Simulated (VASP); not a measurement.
Wanted: the native input for a VASP 6.6.1 run.

| Quantity | Value |
| --- | --- |
| Task | single point |
| Functional | PBEsol |
| Dispersion | D3(BJ) |
| Potentials or basis | VASP PAW PBE potentials, release 64 (Na_pv, S) |
| Cutoff | 500 eV |
| k mesh | 6 × 6 × 6 |
| Occupations | gaussian, width 0.01 eV |
| Spin | no spin polarisation |
| Dipole correction | no |
| Further INCAR settings | ALGO = Normal; EDIFF = 1e-06; NBANDS = 17 |

The structure of Na2S lies in POSCAR:

```
Na2S
1.0
    0.0000000000      3.2554286299      3.2554286299
    3.2554286299      0.0000000000      3.2554286299
    3.2554286299      3.2554286299      0.0000000000
Na S
2 1
Direct
    0.2500000000      0.2500000000      0.2500000000
    0.7500000000      0.7500000000      0.7500000000
    0.0000000000      0.0000000000      0.0000000000
```

One way to write it, as run:

INCAR

```
SYSTEM = Na2S
PREC = Accurate
ENCUT = 500
EDIFF = 1E-6
ISMEAR = 0
SIGMA = 0.01
LREAL = .False.
LASPH = .True.
NELM = 120
ALGO = Normal
ISIF = 2
LWAVE = .False.
LCHARG = .False.
GGA = PS
IVDW = 12
NBANDS = 17
GGA_COMPAT = .False.
```

KPOINTS

```
Automatic mesh
0
Gamma
  6 6 6
  0 0 0
```

Potentials or basis: VASP PAW PBE potentials, release 64 (Na_pv, S).

Run with:

```console
$ cat potpaw_PBE.64/Na_pv/POTCAR potpaw_PBE.64/S/POTCAR > POTCAR
$ mpirun -np 1 vasp_std > vasp.out
```

It gave:

```json
{"Pressure": "-1.8 GPa", "Band gap on the k mesh": "2.41 eV, direct", "Dispersion energy per atom": "-0.229 eV"}
```

Caveat: the PAW data sets were made with another functional, which shifts forces and pressure a little.

Wall time 13 s on 1 thread of Intel(R) Xeon(R) 6975P-C (Granite Rapids) (shared host), peak memory 0.2 GiB.
